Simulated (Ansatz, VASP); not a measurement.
## BN in VASP and in Ansatz

```
CELL_PARAMETERS angstrom
1.80481 -1.80481 0.00000
1.80481 0.00000 -1.80481
7.79661 7.79661 7.79661
ATOMIC_POSITIONS crystal
B 0.00000 0.00000 0.36649
B 0.33333 0.33333 0.21217
B 0.66667 0.66667 0.52082
B 0.00000 0.00000 0.82946
B 0.33333 0.33333 0.67514
B 0.66667 0.66667 0.05784
N 0.66667 0.66667 0.40507
N 0.00000 0.00000 0.25075
N 0.33333 0.33333 0.55940
N 0.66667 0.66667 0.86805
N 0.00000 0.00000 0.71372
N 0.33333 0.33333 0.09642
```

Alike in both runs: task single point; functional r2SCAN; k mesh 10 × 10 × 2; occupations gaussian, width 0.05 eV; no spin polarisation.

|  | VASP | Ansatz |
| --- | --- | --- |
| version | VASP 6.6.1 | Ansatz 0.2.0 |
| potentials or method | VASP PAW PBE potentials, release 64 (B, N), cutoff 520 eV | scalar-relativistic, plane waves, PAW |
| valence electrons in the cell | 48 | 48 |

Ansatz gave:

```
gap on the k mesh at the Fermi level (eV)                     : 1.44
least direct gap on the mesh (eV)                             : 2.25
pressure (GPa)                                                : -6.8
traceless stress, the component that is largest in VASP (GPa) : -4.42
rms of the force components (eV/Å)                            : 0.798
```

Task: Which values does VASP return?

Result: gap on the k mesh at the Fermi level (eV): 1.44; least direct gap on the mesh (eV): 2.25; pressure (GPa): -5.8; traceless stress, the component that is largest in VASP (GPa): -4.46; rms of the force components (eV/Å): 0.802.

VASP's potentials were made for PBE, not for r2SCAN. Atom by atom the forces differ by 0.010 eV/Å (rms over components).
